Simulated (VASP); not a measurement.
# AlN (P6_3mc) in VASP: notebook, part 3 of 3

VASP 6.6.1. The steps go on from the part before.

**6. Relaxation of the atoms, PBE**

This run uses another cell than the first one, of 10.81 Å³/atom, 1.080 times its volume.

File INCAR:

```
PREC     = Accurate       # precision mode
ENCUT    = 520            # plane-wave cutoff, eV
EDIFF    = 1E-6           # SCF threshold, eV
ISMEAR   = 0              # smearing method
SIGMA    = 0.05           # smearing width, eV
LREAL    = False          # projectors in reciprocal space
LASPH    = True           # aspherical terms in the spheres
NELM     = 100            # most SCF steps
ALGO     = Normal         # electronic algorithm
ISIF     = 2              # what is computed and relaxed
LWAVE    = False          # write WAVECAR
LCHARG   = False          # write CHGCAR
GGA      = PE             # functional
IBRION   = 2              # ionic algorithm
NSW      = 50             # ionic steps
EDIFFG   = -0.01          # ionic threshold
```

File KPOINTS:

```
regular mesh
0
Gamma
  9 9 6
```

File POSCAR:

```
AlN
1.0
    3.0360000000      0.0000000000      0.0000000000
   -1.5180000000      2.6292531259      0.0000000000
    0.0000000000      0.0000000000      5.4183000000
Al N
2 2
Direct
    0.3333333333      0.6666666667      0.0017290859
    0.6666666667      0.3333333333      0.5017290859
    0.3333333333      0.6666666667      0.3832709141
    0.6666666667      0.3333333333      0.8832709141
```

Potentials or basis: VASP PAW PBE potentials, release 64 (Al, N).

On the command line:

```sh
> cat potpaw_PBE.64/Al/POTCAR potpaw_PBE.64/N/POTCAR > POTCAR
> mpirun -np 1 vasp_std > vasp.out
```

OUTCAR:

```text
PREC = Accurate
   ENCUT = 520
   EDIFF = 1E-6
   ISMEAR = 0
   LREAL = False
   LASPH = True
   NELM = 100
   ISIF = 2
   GGA = PE
   IBRION = 2
   NSW = 50
   EDIFFG = -0.01

 ion  position               nearest neighbor table
   1  0.333  0.667  0.002-   4 1.87   4 1.87   4 1.87   3 2.07   2 3.23   2 3.23   2 3.23   2 3.23
                             2 3.23   2 3.23
   2  0.667  0.333  0.502-   3 1.87   3 1.87   3 1.87   4 2.07   1 3.23   1 3.23   1 3.23   1 3.23
                             1 3.23   1 3.23
   3  0.333  0.667  0.383-   2 1.87   2 1.87   2 1.87   1 2.07
   4  0.667  0.333  0.883-   1 1.87   1 1.87   1 1.87   2 2.07

  LATTYP: Found a hexagonal cell.
 ALAT       =     3.0360000000
 C/A-ratio  =     1.7846837945

  Lattice vectors:

 A1 = (   3.0360000000,   0.0000000000,   0.0000000000)
 A2 = (  -1.5180000000,   2.6292531259,   0.0000000000)
 A3 = (   0.0000000000,   0.0000000000,   5.4183000000)
[... 273 lines left out ...]
 fundamental gap:      3.4017122467
 Fermi energy:         6.1276258859

 k-point     1 :       0.0000    0.0000    0.0000
  band No.  band energies     occupation
      1      -9.1458      2.00000
      2      -7.5062      2.00000
      3      -0.3929      2.00000
      4       5.2210      2.00000
      5       5.5280      2.00000
      6       5.5280      2.00000
      7       5.9200      2.00000
      8       5.9200      2.00000
      9       9.3217      0.00000
     10      13.2327      0.00000
     11      15.4023      0.00000
     12      16.9821      0.00000
[... 331 lines left out ...]
 k-point    24 :       0.3333    0.3333    0.1667
  band No.  band energies     occupation
      1      -6.6295      2.00000
      2      -6.6295      2.00000
      3       1.4398      2.00000
      4       1.8468      2.00000
      5       1.8468      2.00000
      6       2.9868      2.00000
      7       3.8320      2.00000
      8       3.8320      2.00000
      9      10.5862      0.00000
     10      13.9098      0.00000
     11      14.2954      0.00000
     12      14.2954      0.00000

 [... further k-points ...]
[... 5 lines left out ...]
  --------------------------------------------------------------------------------------
  -------------------------------------------------------------------------------------
  Total        2.6125776      2.6125776     -6.7692070     -0.0000000      0.0000000      0.0000000
  in kB       96.7793194     96.7793194   -250.7559003     -0.0000000      0.0000000      0.0000000
  external PRESSURE =     -19.0657538 kB  Pullay stress =       0.0000000 kB
[... 19 lines left out ...]
  FREE ENERGIE OF THE ION-ELECTRON SYSTEM (eV)
  ---------------------------------------------------
  free  energy   TOTEN  =       -29.4565129166 eV

  energy  without entropy=      -29.4565129166  energy(sigma->0) =      -29.45651292

 reached required accuracy - stopping structural energy minimisation
```

OSZICAR:

```text
N       E                     dE             d eps       ncg     rms          rms(c)
DAV:   1     0.502958519624E+02    0.50296E+02   -0.75101E+03  1152   0.119E+03
DAV:   2    -0.301295324926E+02   -0.80425E+02   -0.73112E+02  1680   0.218E+02
[... 22 lines left out ...]
       N       E                     dE             d eps       ncg     rms          rms(c)
DAV:   1    -0.294563583206E+02   -0.13456E-02   -0.33660E-01  1152   0.533E+00    0.907E-02
DAV:   2    -0.294566491653E+02   -0.29084E-03   -0.51353E-03  1412   0.617E-01    0.607E-02
DAV:   3    -0.294565256580E+02    0.12351E-03   -0.13649E-04  1364   0.135E-01    0.265E-02
DAV:   4    -0.294565121744E+02    0.13484E-04   -0.13381E-04  1356   0.103E-01    0.934E-03
DAV:   5    -0.294565129053E+02   -0.73098E-06   -0.13485E-05  1256   0.345E-02    0.619E-03
DAV:   6    -0.294565129166E+02   -0.11230E-07   -0.50378E-07   652   0.679E-03
   3 F= -.29456513E+02 E0= -.29456513E+02  d E =-.446994E-01
```

Wall time 29 s (1 thread of Intel Xeon 6975P-C, shared host); peak memory 0.16 GiB.

What came out:

| Item | Value |
| --- | --- |
| Free energy | -29.4565 eV |
| Energy gained by relaxing | 11.2 meV/atom |
| Ionic steps | 3 |
| Pressure after relaxing | -1.9 GPa |
| Band gap on the k mesh | 3.40 eV, direct |

Step by step:
```tsv
step	energy change (eV)	largest force (eV/Å)	pressure (GPa)
1	0.0000	0.6020	0.32
2	-0.0432	0.1203	-1.57
3	-0.0447	0.0014	-1.91
```

Final structure:
```xyz
4
Lattice="3.0360 0.0000 0.0000 -1.5180 2.6293 0.0000 0.0000 0.0000 5.4183" Properties=species:S:1:pos:R:3 pbc="T T T"
Al    0.0000    1.7528    0.0446
Al    1.5180    0.8764    2.7538
N     0.0000    1.7528    2.0414
N     1.5180    0.8764    4.7505
```

**7. The runs side by side**

| cell | gap on the mesh (eV) | pressure (GPa) |
| --- | --- | --- |
| atoms relaxed from a = 3.099, b = 3.099, c = 4.816 Å, angles 90.0, 90.0, 120.0°, 4 atoms | 4.39 | 12.6 |
| atoms relaxed from a = 3.036, b = 3.036, c = 5.017 Å, angles 90.0, 90.0, 120.0°, 4 atoms | 4.66 | 13.5 |
| atoms relaxed from a = 3.161, b = 3.161, c = 4.616 Å, angles 90.0, 90.0, 120.0°, 4 atoms | 3.96 | 11.0 |
| atoms relaxed from a = 3.224, b = 3.224, c = 4.816 Å, angles 90.0, 90.0, 120.0°, 4 atoms | 3.49 | -4.7 |
| atoms relaxed from a = 3.036, b = 3.036, c = 5.418 Å, angles 90.0, 90.0, 120.0°, 4 atoms | 3.40 | -1.9 |

Alike in all rows: task relaxation of the atoms; level PBE; potentials or basis VASP PAW PBE potentials, release 64 (Al, N); no spin polarisation; k mesh 9 × 9 × 6; cutoff (eV) 520; smearing gaussian 0.05 eV.

Absolute energies hang on the potentials; compare differences alone.

**8. Against experiment**

Step 6. A measured gap of AlN is 6.034 eV (an exciton energy, a little under the gap; 10 K; quoted in “Self-assembly of well-separated AlN nanowires directly on sputtered metallic TiN films”, 2019, arxiv:1910.07391); the calculated 3.40 eV misses it by -2.63 eV. 2 values of this kind are on record (6.034 to 6.0343 eV); this one was drawn at random. The value is that of PBE, without temperature or zero-point motion. Semilocal functionals fall short of measured gaps as a rule.
